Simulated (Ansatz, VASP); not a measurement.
One calculation of MgO, two programs

```
CELL_PARAMETERS angstrom
4.65672 0.00000 0.00000
0.00000 4.65672 0.00000
0.00000 0.00000 3.60324
ATOMIC_POSITIONS crystal
Mg 0.50000 0.50000 0.27084
O 0.50000 0.50000 0.77084
```

Alike in both runs: functional PBE; k mesh 8 × 8 × 4; occupations gaussian, width 0.1 eV; collinear spin.

Ansatz relaxed the structure, and its values are those at the end. VASP's run is a single point on that final structure, the one shown.

```csv
,VASP,Ansatz
version,VASP 6.6.1,Ansatz 0.2.0
potentials or method,"VASP PAW PBE potentials, release 64 (Mg, O), cutoff 520 eV","scalar-relativistic, plane waves, PAW"
valence electrons in the cell,8,16
```

```csv
,VASP,Ansatz,Ansatz less VASP
gap on the k mesh at the Fermi level (eV),2.00,2.00,+0.008
least direct gap on the mesh (eV),2.21,2.22,+0.009
pressure (GPa),0.2,0.2,-0.01
net moment per atom (μB),0.00,0.00,0.000
```

With one functional, cell and mesh, what is left measures potentials, basis and numerics. VASP's potentials hold 8 valence electrons a cell and Ansatz's 16, so a difference there can come from the potentials and not from the codes. Ansatz's warnings: filled band counts differ across k points, seeded moment not kept.

The k mesh is coarse, so the values compare programs but aren't converged.
